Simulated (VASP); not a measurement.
Input of a VASP 6.6.1 run:

Contents of INCAR:

```
SYSTEM = WC
PREC = Accurate ; ENCUT = 910
EDIFF = 1E-6 ; ISMEAR = -1
SIGMA = 0.2 ; LREAL = .False.
LASPH = .True. ; NELM = 120
ALGO = Normal ; ISIF = 2
LWAVE = .False. ; LCHARG = .True.
GGA = CA ; LELF = .True.
LVHAR = .True. ; NBANDS = 16
GGA_COMPAT = .False.
```

KPOINTS

```
Automatic mesh
0
Gamma
  11 11 10
  0 0 0
```

Contents of POSCAR:

```
WC
1.0
    2.8403792444      0.0000000000      0.0000000000
   -1.4201896222      2.4598405821      0.0000000000
    0.0000000000      0.0000000000      2.7770450227
W C
1 1
Direct
    0.0000000000      0.0000000000      0.0000000000
    0.6666666667      0.3333333333      0.5000000000
```

Potentials or basis: VASP PAW LDA potentials, release 64 (W_sv, C_h).

Command:

```bash
$ cat potpaw_LDA.64/W_sv/POTCAR potpaw_LDA.64/C_h/POTCAR > POTCAR
$ mpirun -np 1 vasp_std > vasp.out
```

(1) What does it give for the band gap on the k mesh?

(2) What does it give for the pressure?

Answers

(1) zero (band 9 reaches 12.97 eV, above the bottom of band 10 at 11.62 eV).

(2) 23.0 GPa.

Caveat: the cutoff is under 1.25 times the usual one of these potentials, so pressure, stress and relaxed cells hold a basis-set (Pulay) error; spin-orbit coupling is left out, which moves the levels of the heavy elements.
